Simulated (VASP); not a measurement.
## NbTe: relaxation of cell and atoms with RPBE+D3(BJ)

Crystal: NbTe.

```
Te Nb
1.0
     3.70297    0.00000    0.00000
    -1.85149    3.20687    0.00000
     0.00000    0.00000    3.69421
Te Nb
1 1
Direct
  0.66667 0.33333 0.00000
  0.00000 0.00000 0.50000
```

* Program: VASP 6.6.1
* Task: relaxation of cell and atoms
* Functional: RPBE
* Dispersion: D3(BJ)
* Potentials or basis: VASP PAW PBE potentials, release 64 (Te, Nb_sv)
* Cutoff: 600 eV
* k mesh: 8 × 8 × 7
* Occupations: fermi-dirac, width 0.05 eV
* Spin: no spin polarisation
* Dipole correction: no
* Further INCAR settings: ALGO = Normal; EDIFF = 1e-07; IBRION = 2; EDIFFG = -0.01; NSW = 60; ISIF = 3

```yaml
Relaxed_volume: 16.59 Å³/atom
Relaxed_cell: a = 3.110 Å, b = 3.110 Å, c = 3.960 Å, α = 90.00°, β = 90.00°, γ = 120.00°
Space_group_after_relaxing_to_0.1_Å: P-6m2 (No. 187)
Pressure_after_relaxing: 0.0 GPa
Band_gap_on_the_k_mesh: zero (an odd number of electrons rules out a gap without spin polarisation)
Dispersion_energy_per_atom: -4.818 eV
```

Stress tensor (GPa, compression positive):
```
-0.08  0.00  0.00
 0.00 -0.08  0.00
 0.00  0.00  0.03
```

Final structure:
```xyz
2
Lattice="3.1103 0.0000 0.0000 -1.5551 2.6936 0.0000 0.0000 0.0000 3.9601" Properties=species:S:1:pos:R:3 pbc="T T T"
Te    1.5551    0.8979    0.0000
Nb    0.0000    0.0000    1.9801
```

Levels at points of the mesh, in eV from the Fermi level:
```csv
k point,band 7,band 8,band 9,band 10,band 11,band 12
"(0.00, 0.00, 0.00)",-4.34,-1.75,-1.75,0.89,0.89,4.50
"(0.50, 0.00, 0.00)",-5.84,-3.60,-0.92,0.06,2.74,3.40
```

Wall time 6.3 min on 1 thread of Intel(R) Xeon(R) Platinum 8488C (Sapphire Rapids), with other jobs on the host, peak memory 0.21 GiB.

Caveat: the volume moved by over 15 % at a fixed basis, so the end points are rough; the PAW data sets were made with another functional, which shifts forces and pressure a little; spin-orbit coupling is left out, which moves the levels of the heavy elements.
